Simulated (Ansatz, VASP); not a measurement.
Mg5SiN2: VASP beside Ansatz

```
CELL_PARAMETERS angstrom
5.48764 0.00000 0.00000
-2.74382 4.75244 0.00000
0.00000 0.00000 5.43420
ATOMIC_POSITIONS crystal
Mg 0.33333 0.66667 0.00000
Mg 0.66667 0.33333 0.00000
Mg 0.50000 0.00000 0.50000
Mg 0.00000 0.50000 0.50000
Mg 0.50000 0.50000 0.50000
Si 0.00000 0.00000 0.00000
N 0.00000 0.00000 0.61610
N 0.00000 0.00000 0.38390
```

Alike in both runs: functional PBE; k mesh 3 × 3 × 2; occupations gaussian, width 0.15 eV; no spin polarisation.

Ansatz relaxed the structure, and its values are those at the end. VASP's run is a single point on that final structure, the one shown.

|  | VASP | Ansatz |
| --- | --- | --- |
| version | VASP 6.6.1 | Ansatz 0.2.0 |
| potentials or method | VASP PAW PBE potentials, release 64 (Mg, Si, N), cutoff 600 eV | scalar-relativistic, plane waves, PAW |
| valence electrons in the cell | 24 | 64 |

|  | VASP | Ansatz | Ansatz less VASP |
| --- | --- | --- | --- |
| gap on the k mesh at the Fermi level (eV) | none | none | - |
| pressure (GPa) | 0.4 | 0.5 | +0.08 |
| rms of the force components (eV/Å) | 0.048 | 0.007 | -0.0408 |

A gap of «none» marks a metal or a gap that the smearing closes. VASP's potentials hold 24 valence electrons a cell and Ansatz's 64, so a difference there can come from the potentials and not from the codes.

The k mesh is coarse, so the values compare programs but aren't converged.
